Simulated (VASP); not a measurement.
# CaSe (Pm-3m) in VASP: a series of runs, part 2 of 2

VASP 6.6.1.

### 3 G0W0 quasiparticle levels, PBE

The input, POSCAR:

```
CaSe
1.0
    3.6347849166      0.0000000000      0.0000000000
    0.0000000000      3.6347849166      0.0000000000
    0.0000000000      0.0000000000      3.6347849166
Ca Se
1 1
Direct
    0.0000000000      0.0000000000      0.0000000000
    0.5000000000      0.5000000000      0.5000000000
```

The input, INCAR.step1:

```
ALGO     = Normal         # electronic algorithm
EDIFF    = 1E-8           # SCF threshold, eV
ENCUT    = 500            # plane-wave cutoff, eV
GGA      = PE             # functional
ISMEAR   = 0              # smearing method
LASPH    = T              # aspherical terms in the spheres
LCHARG   = F              # write CHGCAR
LREAL    = F              # projectors in reciprocal space
LWAVE    = T              # write WAVECAR
NELM     = 80             # most SCF steps
PREC     = Accurate       # precision mode
SIGMA    = 0.01           # smearing width, eV
```

The input, INCAR.step2:

```
ALGO     = Exact          # electronic algorithm
EDIFF    = 1E-8           # SCF threshold, eV
ENCUT    = 500            # plane-wave cutoff, eV
GGA      = PE             # functional
ISMEAR   = 0              # smearing method
ISTART   = 1            
LASPH    = T              # aspherical terms in the spheres
LCHARG   = F              # write CHGCAR
LOPTICS  = T              # frequency-dependent dielectric function
LREAL    = F              # projectors in reciprocal space
LWAVE    = T              # write WAVECAR
NBANDS   = 271            # bands
NELM     = 1              # most SCF steps
PREC     = Accurate       # precision mode
SIGMA    = 0.01           # smearing width, eV
```

The input, INCAR.step3:

```
ALGO     = EVGW0          # electronic algorithm
EDIFF    = 1E-8           # SCF threshold, eV
ENCUT    = 500            # plane-wave cutoff, eV
ENCUTGW  = 180.0          # cutoff of the response function
GGA      = PE             # functional
ISMEAR   = 0              # smearing method
ISTART   = 1            
LASPH    = T              # aspherical terms in the spheres
LCHARG   = F              # write CHGCAR
LREAL    = F              # projectors in reciprocal space
LWAVE    = F              # write WAVECAR
NBANDS   = 271            # bands
NBANDSGW = 16           
NELMGW   = 1            
NOMEGA   = 48             # frequency points
PREC     = Accurate       # precision mode
PRECFOCK = Fast         
SIGMA    = 0.01           # smearing width, eV
```

The input, KPOINTS:

```
k-points
0
Gamma
  4 4 4
```

Potentials or basis: VASP PAW PBE potentials, release 64 (Ca_sv_GW, Se_GW).

On the command line:

```sh
$ cat potpaw_PBE.64/Ca_sv_GW/POTCAR potpaw_PBE.64/Se_GW/POTCAR > POTCAR
$ cp INCAR.step1 INCAR
$ mpirun -np 1 vasp_std > vasp.out
$ cp INCAR.step2 INCAR
$ mpirun -np 1 vasp_std > vasp.out
$ cp INCAR.step3 INCAR
$ mpirun -np 1 vasp_std > vasp.out
```

OUTCAR:

```text
EDIFF = 1E-8
   ENCUT = 500
   ENCUTGW = 180.0
   GGA = PE
   ISMEAR = 0
   ISTART = 1
   LASPH = T
   LREAL = F
   NELMGW = 1
   PREC = Accurate
   PRECFOCK = Fast

 ion  position               nearest neighbor table
   1  0.000  0.000  0.000-   2 3.15   2 3.15   2 3.15   2 3.15   2 3.15   2 3.15   2 3.15   2 3.15

   2  0.500  0.500  0.500-   1 3.15   1 3.15   1 3.15   1 3.15   1 3.15   1 3.15   1 3.15   1 3.15

  LATTYP: Found a simple cubic cell.
 ALAT       =     3.6347849166

  Lattice vectors:

 A1 = (   3.6347849166,   0.0000000000,   0.0000000000)
 A2 = (   0.0000000000,   3.6347849166,   0.0000000000)
 A3 = (   0.0000000000,   0.0000000000,   3.6347849166)

Analysis of symmetry for initial positions (statically):
=====================================================================
 Subroutine PRICEL returns:
 Original cell was already a primitive cell.

 Routine SETGRP: Setting up the symmetry group for a
 simple cubic supercell.

 Subroutine GETGRP returns: Found 48 space group operations
 (whereof 48 operations were pure point group operations)
 out of a pool of 48 trial point group operations.

The static configuration has the point symmetry O_h .

Analysis of symmetry for dynamics (positions and initial velocities):
=====================================================================
 Subroutine PRICEL returns:
 Original cell was already a primitive cell.

 Routine SETGRP: Setting up the symmetry group for a
 simple cubic supercell.

 Subroutine GETGRP returns: Found 48 space group operations
 (whereof 48 operations were pure point group operations)
 out of a pool of 48 trial point group operations.

The dynamic configuration has the point symmetry O_h .

 Subroutine INISYM returns: Found 48 space group operations
 (whereof 48 operations are pure point group operations),
 and found     1 'primitive' translations

----------------------------------------------------------------------------------------

                                     Primitive cell

  volume of cell :      48.0215

  direct lattice vectors                    reciprocal lattice vectors
     3.634784917  0.000000000  0.000000000     0.275119443  0.000000000  0.000000000
     0.000000000  3.634784917  0.000000000     0.000000000  0.275119443  0.000000000
     0.000000000  0.000000000  3.634784917     0.000000000  0.000000000  0.275119443

  length of vectors
     3.634784917  3.634784917  3.634784917     0.275119443  0.275119443  0.275119443

  position of ions in fractional coordinates (direct lattice)
     0.000000000  0.000000000  0.000000000
     0.500000000  0.500000000  0.500000000

  ion indices of the primitive-cell ions
   primitive index   ion index
                 1           1
                 2           2

----------------------------------------------------------------------------------------

 KPOINTS: k-points

Automatic generation of k-mesh.
 Grid dimensions read from file:
 generate k-points for:    4    4    4

 Generating k-lattice:

  Cartesian coordinates                     Fractional coordinates (reciprocal lattice)
     0.068779861  0.000000000  0.000000000     0.250000000  0.000000000  0.000000000
     0.000000000  0.068779861  0.000000000     0.000000000  0.250000000  0.000000000
     0.000000000  0.000000000  0.068779861     0.000000000  0.000000000  0.250000000

  Length of vectors
     0.068779861  0.068779861  0.068779861

  Shift w.r.t. Gamma in fractional coordinates (k-lattice)
     0.000000000  0.000000000  0.000000000

 Subroutine IBZKPT returns following result:
 ===========================================

 Found     10 irreducible k-points:

 Following reciprocal coordinates:
            Coordinates               Weight
  0.000000  0.000000  0.000000      1.000000
  0.250000  0.000000  0.000000      6.000000
  0.500000  0.000000  0.000000      3.000000
  0.250000  0.250000  0.000000     12.000000
  0.500000  0.250000  0.000000     12.000000
  0.500000  0.500000  0.000000      3.000000
  0.250000  0.250000  0.250000      8.000000
  0.500000  0.250000  0.250000     12.000000
  0.500000  0.500000  0.250000      6.000000
  0.500000  0.500000  0.500000      1.000000
   k-points           NKPTS =     10   k-points in BZ     NKDIM =     64   number of bands    NBANDS=    271
   number of dos      NEDOS =    301   number of ions     NIONS =      2
   total plane-waves  NPLWV =  21952
   dimension x,y,z NGX =    28 NGY =   28 NGZ =   28
   dimension x,y,z NGXF=    56 NGYF=   56 NGZF=   56
   ions per type =               1   1
   NGX,Y,Z   is equivalent  to a cutoff of  12.81, 12.81, 12.81 a.u.
   NGXF,Y,Z  is equivalent  to a cutoff of  25.61, 25.61, 25.61 a.u.
 SYSTEM =  unknown system
   PREC   = accura    normal or accurate (medium, high low for compatibility)
   ISTART =      1    job   : 0-new  1-cont  2-samecut
   ICHARG =      0    charge: 1-file 2-atom 10-const
   ISPIN  =      1    spin polarized calculation?
   LNONCOLLINEAR =      F non collinear calculations
   LSORBIT =      F    spin-orbit coupling
   LASPH  =      T    aspherical Exc in radial PAW
   ENCUT  =  500.0 eV  36.75 Ry    6.06 a.u.   6.63  6.63  6.63*2*pi/ulx,y,z
   NELM   =     60;   NELMIN=  2; NELMDL=  0     # of ELM steps
   EDIFF  = 0.1E-07   stopping-criterion for ELM
   LREAL  =      F    real-space projection
   EDIFFG = 0.1E-06   stopping-criterion for IOM
   NSW    =      0    number of steps for IOM
   IBRION =     -1    ionic relax: 0-MD 1-quasi-New 2-CG
   NFREE  =      0    steps in history (QN), initial steepest desc. (CG)
   ISIF   =      0    stress and relaxation
   ISYM   =      3    0-nonsym 1-usesym 2-fastsym
   POTIM  = 0.5000    time-step for ionic-motion
   TEBEG  =    0.0;   TEEND  =   0.0 temperature during run
   PSTRESS=    0.0 pullay stress
   NELECT =      16.0000    total number of electrons
   NUPDOWN=      -1.0000    fix difference up-down
   EMIN   =  10.00;   EMAX   =-10.00  energy-range for DOS
   EFERMI =   0.00;   METHOD = LEGACY
   ISMEAR =     0;   SIGMA  =   0.01  broadening in eV -4-tet -1-fermi 0-gaus
   EFERMI_NEDOS =   21; number of points for ismear=-14 and -15
   IALGO  =     38    algorithm
   IMIX   =      4    mixing-type and parameters
     AMIX     =   0.40;   BMIX     =  1.00
     AMIX_MAG =   1.60;   BMIX_MAG =  1.00
  volume/ion in A,a.u.               =      24.01       162.03
  Fermi-wavevector in a.u.,A,eV,Ry     =   1.134931  2.144709 17.525233  1.288068
  Thomas-Fermi vector in A             =   2.271635
   LORBIT       =      0    0 simple, 1 ext, 2 COOP (PROOUT), +10 PAW based schemes
   GGA     = PE    functional components
   LHFCALC =     T    Hartree Fock is set to
   PRECFOCK=fast      Normal, Fast or Accurate (Low or Medium for compatibility)
   ENCUT4O =  -1.0   cutoff for four orbital integrals eV
   NKREDX  =     1    reduce k-point grid by
   NKREDY  =     1    reduce k-point grid by
   NKREDZ  =     1    reduce k-point grid by
   AEXX    =    1.0000 exact exchange contribution
   HFSCREEN=    0.0000 screening length (either q_TF or 0.3 A-1)
   HFSCREENC=   0.0000 screening length for correlation (either q_TF or 0.3 A-1)
   ENCUTFOCK=  -1.0 apply spherical cutoff to Coloumb kernel
   IVDW    =     0    specifies the selected vdW correction
   LEPSILON=     F    determine dielectric tensor
   LRPA    =     F    only Hartree local field effects (RPA)
   LRPAFORCE           =     F    calculate RPA forces
   ENCUTGW             = 180.0    cutoff for response function in eV
   ENCUTGWSOFT         = 144.0    soft cutoff for Coulomb kernel in GW response function in eV
   ENCUTLF             =  -1.0    cutoff for local field effects
   NELMGW              =     1    number of iterations in solving QP/BSE equation
   NELMHF              =     1    number of iterations in the inner HF iteration
   NKREDLFX            =     1    NKREDLFY  =   1   NKREDLFZ  =   1
 non-spin polarized calculation
 Gauss-broadening in eV      SIGMA  =   0.01
  energy-cutoff  :      500.00
  volume of cell :       48.02
 maximum number of plane-waves:      1234
 NGX is ok and might be reduce to    28
  NGX = 16; NGY = 16; NGZ = 16
   NGX = 13   NGY = 13   NGZ = 13
 maximum number of plane-waves:       280

 QP shifts <psi_nk| G(iteration)W_0 |psi_nk>: iteration 1
 for sc-GW calculations column KS-energies equals QP-energies in previous step
 and V_xc(KS)=  KS-energies - (<T + V_ion + V_H > + <T+V_H+V_ion>^1  + <V_x>^1)

 k-point   1 :       0.0000    0.0000    0.0000
  band No.  KS-energies  QP-energies   sigma(KS)   V_xc(KS)     V^pw_x(r,r')   Z            occupation Imag(sigma)

      1     -35.7799     -36.7606     -22.4480     -20.7166     -34.4249       0.5664       2.0000       1.1863
      2     -16.7152     -18.3694     -22.4414     -19.9924     -27.9086       0.6755       2.0000       0.4893
      3     -16.7152     -18.3694     -22.4414     -19.9924     -27.9086       0.6755       2.0000       0.4893
      4     -16.7152     -18.3694     -22.4414     -19.9924     -27.9086       0.6755       2.0000       0.4893
      5      -7.4331      -8.3156     -13.6139     -12.3140     -19.7604       0.6789       2.0000       1.4228
      6       4.7262       3.7875     -13.1536     -11.9188     -14.5941       0.7602       2.0000       0.1987
[... 8 lines left out ...]
     15      14.6933      15.8701     -11.3665     -12.8898      -5.7400       0.7725       0.0000      -0.6937
     16      14.6933      15.8701     -11.3665     -12.8898      -5.7400       0.7725       0.0000      -0.6937
[... 164 lines left out ...]
      1     -35.7435     -36.7455     -22.4986     -20.7637     -34.4632       0.5776       2.0000       1.1914
      2     -16.8313     -18.4548     -22.2471     -19.8229     -27.7432       0.6697       2.0000       0.4989
      3     -16.8313     -18.4548     -22.2471     -19.8229     -27.7432       0.6697       2.0000       0.4989
      4     -16.8313     -18.4548     -22.2471     -19.8229     -27.7432       0.6697       2.0000       0.4989
      5      -5.8160      -6.5977     -14.3812     -13.2269     -19.9448       0.6772       2.0000       1.1006
      6       1.8934       0.9664     -12.1983     -10.9395     -14.3791       0.7364       2.0000       0.3153
[... 8 lines left out ...]
     15      11.3385      13.0052     -13.9528     -16.3091      -8.1060       0.7073       0.0000      -0.4729
     16      11.3385      13.0052     -13.9528     -16.3091      -8.1060       0.7073       0.0000      -0.4729
```

Run time: 3 min. Hardware: 1 thread of Intel Xeon 6975P-C (Granite Rapids), shared host; peak memory 0.64 GiB.

What came out:

* Band gap on the k mesh, mean-field level: 0.74 eV, direct
* Quasiparticle gap: 2.10 eV
* Least direct quasiparticle gap: 2.10 eV

Levels at points of the mesh, in eV from the valence-band top:
```tsv
k point	band 4	band 5	band 6	band 7	band 8	band 9	band 10	band 11	band 12
(0.00, 0.00, 0.00)	-22.31	-13.03	-0.87	-0.87	-0.87	1.06	1.06	2.06	4.33
(0.50, 0.00, 0.00)	-22.30	-12.29	-4.92	-1.05	-1.05	1.98	4.58	4.59	4.76
(0.50, 0.50, 0.00)	-22.28	-11.98	-3.57	-3.57	0.00	0.74	2.90	3.13	3.13
(0.50, 0.50, 0.50)	-22.43	-11.41	-3.71	-3.71	-3.71	3.81	3.81	3.81	5.42
```

Caveat: the k points lie up to 0.43 Å⁻¹ apart; bands, screening cutoff and mesh are small and nothing is extrapolated, so the quasiparticle values aren't converged. A k mesh can miss the band edges.
